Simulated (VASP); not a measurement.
# HfO2 (Fm-3m) in VASP: notebook

The runs below take HfO2 through single point, with PBEsol+D3(BJ), RPBE+D3(BJ), RPBE+D4.

Everything below comes from runs of VASP 6.6.1. Logs are shortened: lines on timing, memory, paths and dates and some standing lists are left out, and cuts for length are marked.

## 1. The cell of the first run

Symmetry: Fm-3m, No. 225, cubic system. The conventional cell has a = 5.081 Å, b = 5.081 Å, c = 5.081 Å, α = 90.00°, β = 90.00°, γ = 90.00°. Hf (site symmetry m-3m) has 8 O at 2.20 Å within 2.9 Å. Within 2.9 Å of O (site symmetry -43m) lie 4 Hf at 2.20 Å and 6 O at 2.54 Å.

## 2. Single point, PBEsol+D3(BJ), collinear spin, zero start (10.93 Å³/atom)

Input file INCAR:

```
ALGO     = Normal         # electronic algorithm
EDIFF    = 1E-7           # SCF threshold, eV
ENCUT    = 520            # plane-wave cutoff, eV
GGA      = PS             # functional
ISIF     = 2              # what is computed and relaxed
ISMEAR   = -1             # smearing method
ISPIN    = 2              # spin polarisation
IVDW     = 12             # dispersion correction
LASPH    = True           # aspherical terms in the spheres
LCHARG   = True           # write CHGCAR
LELF     = True           # ELF
LMAXMIX  = 4              # l up to which the mixer works
LORBIT   = 11             # projections on sites
LREAL    = False          # projectors in reciprocal space
LVHAR    = True         
LWAVE    = False          # write WAVECAR
MAGMOM   = 0 0 0          # initial moments
NBANDS   = 22             # bands
NELM     = 150            # most SCF steps
NUPDOWN  = 0.0            # fixed moment
PREC     = Accurate       # precision mode
SIGMA    = 0.05           # smearing width, eV
```

Input file KPOINTS:

```
k-points
0
Gamma
  9 9 9
```

Input file POSCAR:

```
HfO2
1.0
    0.0000000000      2.5403350533      2.5403350533
    2.5403350533      0.0000000000      2.5403350533
    2.5403350533      2.5403350533      0.0000000000
Hf O
1 2
Direct
    0.0000000000      0.0000000000      0.0000000000
    0.7500000000      0.7500000000      0.7500000000
    0.2500000000      0.2500000000      0.2500000000
```

Potentials or basis: VASP PAW PBE potentials, release 64 (Hf_pv, O).

Run with:

```
$ cat potpaw_PBE.64/Hf_pv/POTCAR potpaw_PBE.64/O/POTCAR > POTCAR
$ mpirun -np 1 vasp_std > vasp.out
```

OUTCAR:

```text
EDIFF = 1E-7
   ENCUT = 520
   GGA = PS
   ISIF = 2
   ISMEAR = -1
   ISPIN = 2
   IVDW = 12
   LASPH = True
   LORBIT = 11
   LREAL = False
   NELM = 150
   NUPDOWN = 0.0
   PREC = Accurate
 IVDW          = 12

 ion  position               nearest neighbor table
   1  0.000  0.000  0.000-   2 2.20   2 2.20   2 2.20   2 2.20   3 2.20   3 2.20   3 2.20   3 2.20

   2  0.750  0.750  0.750-   1 2.20   1 2.20   1 2.20   1 2.20
   3  0.250  0.250  0.250-   1 2.20   1 2.20   1 2.20   1 2.20

  LATTYP: Found a face centered cubic cell.
 ALAT       =     5.0806701066

  Lattice vectors:

 A1 = (   0.0000000000,   2.5403350533,   2.5403350533)
 A2 = (   2.5403350533,   0.0000000000,   2.5403350533)
 A3 = (   2.5403350533,   2.5403350533,   0.0000000000)

Analysis of symmetry for initial positions (statically):
=====================================================================
 Subroutine PRICEL returns:
 Original cell was already a primitive cell.

 Routine SETGRP: Setting up the symmetry group for a
 face centered cubic supercell.

 Subroutine GETGRP returns: Found 48 space group operations
 (whereof 48 operations were pure point group operations)
 out of a pool of 48 trial point group operations.

The static configuration has the point symmetry O_h .

Analysis of symmetry for dynamics (positions and initial velocities):
=====================================================================
 Subroutine PRICEL returns:
 Original cell was already a primitive cell.

 Routine SETGRP: Setting up the symmetry group for a
 face centered cubic supercell.

 Subroutine GETGRP returns: Found 48 space group operations
 (whereof 48 operations were pure point group operations)
 out of a pool of 48 trial point group operations.

The dynamic configuration has the point symmetry O_h .

Analysis of structural, dynamic, and magnetic symmetry:
=====================================================================
 Subroutine PRICEL returns:
 Original cell was already a primitive cell.

 Routine SETGRP: Setting up the symmetry group for a
 face centered cubic supercell.

 Subroutine GETGRP returns: Found 48 space group operations
 (whereof 48 operations were pure point group operations)
 out of a pool of 48 trial point group operations.

The overall configuration has the point symmetry O_h .

 Subroutine INISYM returns: Found 48 space group operations
 (whereof 48 operations are pure point group operations),
 and found     1 'primitive' translations

----------------------------------------------------------------------------------------

[... 120 lines left out ...]
   LHFCALC =     F    Hartree Fock is set to
   AEXX    =    0.0000 exact exchange contribution
   IVDW    =    12    specifies the selected vdW correction
   LEPSILON=     F    determine dielectric tensor
   LRPA    =     F    only Hartree local field effects (RPA)
 spin polarized calculation
  energy-cutoff  :      520.00
  volume of cell :       32.79
 maximum number of plane-waves:       899
   NGX = 13   NGY = 13   NGZ = 13

 number of electron      21.9999991 magnetization      -0.0000000

 number of electron      21.9999991 magnetization       0.0000000

 Free energy of the ion-electron system (eV)
  ---------------------------------------------------
  ext. energy  EPLUGINS =         0.00000000
  ---------------------------------------------------
  free energy    TOTEN  =       -31.60497840 eV

  energy without entropy =      -31.60497840  energy(sigma->0) =      -31.60497840

 E-fermi :   5.1718     XC(G=0): -12.0710

 val. band max:        4.0255061111   @ k =  -0.4444   0.4444   0.0000
 cond. band min:       7.7929684414   @ k =   0.4444   0.4444   0.0000
 fundamental gap:      3.7674623303
 Fermi energy:         5.1718395122

 spin component 1

 k-point     1 :       0.0000    0.0000    0.0000
  band No.  band energies     occupation
      1     -25.5772      1.00000
      2     -25.5772      1.00000
      3     -25.5772      1.00000
      4     -14.5709      1.00000
      5     -11.5033      1.00000
      6      -1.2844      1.00000
[... 589 lines left out ...]
     21      21.0761      0.00000
     22      21.0761      0.00000

 [... further k-points ...]

 spin component 2

 k-point     1 :       0.0000    0.0000    0.0000
  band No.  band energies     occupation
      1     -25.5772      1.00000
      2     -25.5772      1.00000
      3     -25.5772      1.00000
      4     -14.5709      1.00000
      5     -11.5033      1.00000
      6      -1.2844      1.00000
[... 589 lines left out ...]
     21      21.0761      0.00000
     22      21.0761      0.00000

 [... further k-points ...]

------------------------ aborting loop because EDIFF is reached ----------------------------------------

 Edisp (eV)   -0.67631

 E8    (eV) :    -0.4553

  FORCE on cell =-STRESS in cart. coord.  units (eV):
  Direction    XX          YY          ZZ          XY          YZ          ZX
  --------------------------------------------------------------------------------------
  -------------------------------------------------------------------------------------
  Total      -2.53731    -2.53731    -2.53731     0.00000     0.00000     0.00000
  in kB    -123.98819  -123.98819  -123.98819     0.00000     0.00000     0.00000
  external pressure =     -123.99 kB  Pullay stress =        0.00 kB

 VOLUME and BASIS-vectors are now :
 -----------------------------------------------------------------------------
  energy-cutoff  :      520.00
  volume of cell :       32.79
      direct lattice vectors                 reciprocal lattice vectors
     0.000000000  2.540335053  2.540335053    -0.196824430  0.196824430  0.196824430
     2.540335053  0.000000000  2.540335053     0.196824430 -0.196824430  0.196824430
     2.540335053  2.540335053  0.000000000     0.196824430  0.196824430 -0.196824430

 POSITION                                       TOTAL-FORCE (eV/Angst)
 -----------------------------------------------------------------------------------
      0.00000      0.00000      0.00000         0.000000      0.000000      0.000000
      3.81050      3.81050      3.81050         0.000000      0.000000      0.000000
      1.27017      1.27017      1.27017        -0.000000     -0.000000     -0.000000
 -----------------------------------------------------------------------------------
    total drift:                                0.000000      0.000000      0.000000

  FREE ENERGIE OF THE ION-ELECTRON SYSTEM (eV)
  ---------------------------------------------------
  free  energy   TOTEN  =       -32.2812891076 eV

  energy  without entropy=      -32.2812891076  energy(sigma->0) =      -32.28128911

 total charge

# of ion       s       p       d       tot
------------------------------------------
    1        0.294   6.574   1.369   8.238
    2        1.555   3.527   0.000   5.082
    3        1.555   3.527   0.000   5.082
--------------------------------------------------
tot          3.405  13.628   1.369  18.402

 magnetization (x)

# of ion       s       p       d       tot
------------------------------------------
    1        0.000  -0.000   0.000   0.000
    2       -0.000  -0.000   0.000  -0.000
    3       -0.000  -0.000   0.000  -0.000
--------------------------------------------------
tot         -0.000  -0.000   0.000  -0.000
```

It took 39 s on 1 thread of Intel Xeon Platinum 8488C (Sapphire Rapids), shared host; peak memory 0.2 GiB.

What came out:

```yaml
Free_energy: -32.2813 eV
Pressure: -12.4 GPa
Net_moment: 0.00 μB per cell
Valence_electrons_inside_the_program's_atomic_spheres: Hf 8.24; O 5.08
Dispersion_energy_per_atom: -0.225 eV
```

Caveat: three body term missing; the cell stands under tension; the PAW data sets were made with another functional, which shifts forces and pressure a little; spin-orbit coupling is left out, which moves the levels of the heavy elements; the total moment is fixed, so each spin has its own Fermi level.

## 3. Single point, RPBE+D3(BJ)

This run uses another cell than the first one, of 10.31 Å³/atom.

Input file INCAR:

```
ALGO = Normal
EDIFF = 1E-6
ENCUT = 520
GGA = RP
ISIF = 2
ISMEAR = -1
IVDW = 12
LASPH = True
LCHARG = True
LELF = True
LREAL = False
LVHAR = True
LWAVE = False
NBANDS = 18
NELM = 80
PREC = Accurate
SIGMA = 0.05
```

KPOINTS is that of step 2.

Input file POSCAR:

```
HfO2
1.0
    0.0000000000      2.4913667924      2.4913667924
    2.4913667924      0.0000000000      2.4913667924
    2.4913667924      2.4913667924      0.0000000000
Hf O
1 2
Direct
    0.0000000000      0.0000000000      0.0000000000
    0.7500000000      0.7500000000      0.7500000000
    0.2500000000      0.2500000000      0.2500000000
```

Potentials or basis: VASP PAW PBE potentials, release 64 (Hf_pv, O).

Run with:

```
$ cat potpaw_PBE.64/Hf_pv/POTCAR potpaw_PBE.64/O/POTCAR > POTCAR
$ mpirun -np 1 vasp_std > vasp.out
```

Wall time 9.5 s (1 thread of Intel Xeon 6975P-C (Granite Rapids), shared host); peak memory 0.17 GiB.

Results (log left out):

- Free energy: -32.8985 eV
- Pressure: -4.4 GPa
- Band gap on the k mesh: 4.13 eV (least direct gap 4.29 eV)
- Dispersion energy per atom: -1.379 eV

Levels at points of the mesh, in eV from the valence-band top:
```csv
k point,band 9,band 10,band 11,band 12,band 13,band 14
"(0.00, 0.00, 0.00)",-0.57,-0.57,-0.57,4.13,4.13,6.47
```

Caveat: the cell stands under tension; the PAW data sets were made with another functional, which shifts forces and pressure a little; spin-orbit coupling is left out, which moves the levels of the heavy elements; an odd mesh through Γ misses points on the zone boundary, where band edges can lie.

## 4. Single point, RPBE+D4

Input file INCAR:

```
SYSTEM = HfO2
PREC = Accurate
ENCUT = 520
EDIFF = 1E-6
ISMEAR = -1
SIGMA = 0.05
LREAL = .FALSE.
LASPH = .TRUE.
NELM = 80
ALGO = Normal
ISIF = 2
LWAVE = .FALSE.
LCHARG = .FALSE.
GGA = RP
IVDW = 13
NBANDS = 18
```

Input file KPOINTS:

```
regular mesh
0
G
  9 9 9
  0 0 0
```

Input file POSCAR:

```
HfO2
1.0
    0.0000000000      2.5409775422      2.5409775422
    2.5409775422      0.0000000000      2.5409775422
    2.5409775422      2.5409775422      0.0000000000
Hf O
1 2
Direct
    0.0000000000      0.0000000000      0.0000000000
    0.7500000000      0.7500000000      0.7500000000
    0.2500000000      0.2500000000      0.2500000000
```

Run with:

```
$ cat potpaw_PBE.64/Hf_pv/POTCAR potpaw_PBE.64/O/POTCAR > POTCAR
$ mpirun -np 1 vasp_std > vasp.out
```

It took 11 s on 1 thread of Intel Xeon 6975P-C (Granite Rapids), shared host; peak memory 0.16 GiB.

Results (log left out):

- Free energy: -30.0988 eV
- Pressure: -3.9 GPa
- Band gap on the k mesh: 3.99 eV (least direct gap 4.11 eV)
- Dispersion energy per atom: -0.400 eV

Levels at points of the mesh, in eV from the valence-band top:
| k point | band 9 | band 10 | band 11 | band 12 | band 13 | band 14 |
| --- | --- | --- | --- | --- | --- | --- |
| (0.00, 0.00, 0.00) | -0.55 | -0.55 | -0.55 | 3.99 | 3.99 | 5.99 |

Caveat: the cell stands under tension; the PAW data sets were made with another functional, which shifts forces and pressure a little; spin-orbit coupling is left out, which moves the levels of the heavy elements; an odd mesh through Γ misses points on the zone boundary, where band edges can lie.

## 5. Summary

```tsv
level	spin	fixed moment (μB)	cell	gap on the mesh (eV)	pressure (GPa)
PBEsol+D3(BJ)	collinear, zero start	0.0	a = 3.593 Å, angles 60.0°, 3 atoms	-	-12.4
RPBE+D3(BJ)	off	-	a = 3.523 Å, angles 60.0°, 3 atoms	4.13	-4.4
RPBE+D4	off	-	a = 3.593 Å, angles 60.0°, 3 atoms	3.99	-3.9
```

Alike in all rows: task single point; potentials or basis VASP PAW PBE potentials, release 64 (Hf_pv, O); k mesh 9 × 9 × 9; cutoff (eV) 520; smearing fermi-dirac 0.05 eV.

Caveats: the cell stands under tension; the PAW data sets were made with another functional, which shifts forces and pressure a little; spin-orbit coupling is left out, which moves the levels of the heavy elements; an odd mesh through Γ misses points on the zone boundary, where band edges can lie (at least some runs); three body term missing (at least some runs); the total moment is fixed, so each spin has its own Fermi level (at least some runs).

Absolute energies hang on the potentials; compare differences alone.
